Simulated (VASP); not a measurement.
SiC, 4 atoms in the cell. The structure is hexagonal, space group P6_3mc (No. 186). Conventional cell: a = 3.055 Å, b = 3.055 Å, c = 5.014 Å, α = 90.00°, β = 90.00°, γ = 120.00°. Si (site symmetry 3m) has 4 C at 1.86 to 1.93 Å within 2.5 Å. Within 2.5 Å of C (site symmetry 3m) lie 4 Si at 1.86 to 1.93 Å.  This cell differs from its parent crystal: volume scaled by 0.98.

| Property | Result |
| --- | --- |
| Program | VASP 6.6.1 |
| Task | electric field gradients |
| Functional | PBE |
| Potentials or basis | VASP PAW PBE potentials, release 64 (Si, C) |
| Cutoff | 520 eV |
| k mesh | 15 × 15 × 8 |
| Occupations | fermi-dirac, width 0.08 eV |
| Spin | no spin polarisation |
| Dipole correction | no |
| Further INCAR settings | ALGO = Normal; EDIFF = 1e-08; NBANDS = 16 |

Potentials or basis: VASP PAW PBE potentials, release 64 (Si, C).

Run with:

```bash
$ cat potpaw_PBE.64/Si/POTCAR potpaw_PBE.64/C/POTCAR > POTCAR
$ mpirun -np 1 vasp_std > vasp.out
```

Hardware: 1 thread of Intel(R) Xeon(R) Platinum 8488C (Sapphire Rapids), on a shared host.

**Question.** How long does it take, and how much memory?

**Answer.** Wall time 41 s on 1 thread of Intel(R) Xeon(R) Platinum 8488C (Sapphire Rapids), on a shared host, peak memory 0.2 GiB. Counts: scf iterations 14, k points 135.
